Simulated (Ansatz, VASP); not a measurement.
## Sn4SeS3 in VASP and in Ansatz

Contents of INCAR:

```
PREC = Accurate
ENCUT = 520
EDIFF = 1E-6
ISMEAR = 0
SIGMA = 0.1
LREAL = F
LASPH = T
NELM = 60
ALGO = Normal
ISIF = 2
LWAVE = F
LCHARG = T
GGA = PE
LELF = T
LVHAR = T
NBANDS = 50
```

KPOINTS

```
regular mesh
0
Gamma
  4 2 2
```

File POSCAR:

```
Sn4SeS3
1.0
    0.0000000000      0.0000000000      4.1755660000
    4.1732780000     -5.9036930000      0.0000000000
    4.1732780000      5.9036930000      0.0000000000
Sn Se S
4 1 3
Direct
    0.0000000000      0.2532240000      0.7467760000
    0.0000000000      0.7467760000      0.2532240000
    0.5000000000      0.2566860000      0.2566860000
    0.5000000000      0.7433140000      0.7433140000
    0.0000000000      0.0000000000      0.0000000000
    0.0000000000      0.5000000000      0.5000000000
    0.5000000000      1.0000000000      0.5000000000
    0.5000000000      0.5000000000      1.0000000000
```

Input for Ansatz:

```yaml
crystal:
  lattice:
    - [0.0, 0.0, 4.175566]
    - [4.173278, -5.903693, 0.0]
    - [4.173278, 5.903693, 0.0]
  atoms:
    - { symbol: Sn, position: [0.0, 0.253224, 0.746776] }
    - { symbol: Sn, position: [0.0, 0.746776, 0.253224] }
    - { symbol: Sn, position: [0.5, 0.256686, 0.256686] }
    - { symbol: Sn, position: [0.5, 0.743314, 0.743314] }
    - { symbol: Se, position: [0.0, 0.0, 0.0] }
    - { symbol: S, position: [0.0, 0.5, 0.5] }
    - { symbol: S, position: [0.5, 1.0, 0.5] }
    - { symbol: S, position: [0.5, 0.5, 1.0] }
basis:
  ecutwfc: 420
kpoints:
  mp_grid: { grid: [4, 2, 2] }
hamiltonian:
  xc: pbe
scf:
  occupations: { method: gaussian, width: 0.1 }
  lower_state_search: "off"
output:
  forces: true
  stress: true
  eigenvalues: true
```

Alike in both runs: task single point; functional PBE; k mesh 4 × 2 × 2; occupations gaussian, width 0.1 eV; no spin polarisation.

```csv
,VASP,Ansatz
version,VASP 6.6.1,Ansatz 0.2.0
potentials or method,"VASP PAW PBE potentials, release 64 (Sn_d, Se, S), cutoff 520 eV","scalar-relativistic, plane waves, PAW"
valence electrons in the cell,80,90
```

```csv
,VASP,Ansatz,Ansatz less VASP
gap on the k mesh at the Fermi level (eV),0.42,0.42,+0.001
least direct gap on the mesh (eV),0.42,0.42,+0.002
pressure (GPa),-1.1,-1.1,+0.03
"traceless stress, the component that is largest in VASP (GPa)",-0.14,-0.14,0.000
```

With one functional, cell and mesh, what is left measures potentials, basis and numerics. VASP's potentials hold 80 valence electrons a cell and Ansatz's 90, so a difference there can come from the potentials and not from the codes.

The k mesh is coarse, so the values compare programs but aren't converged.
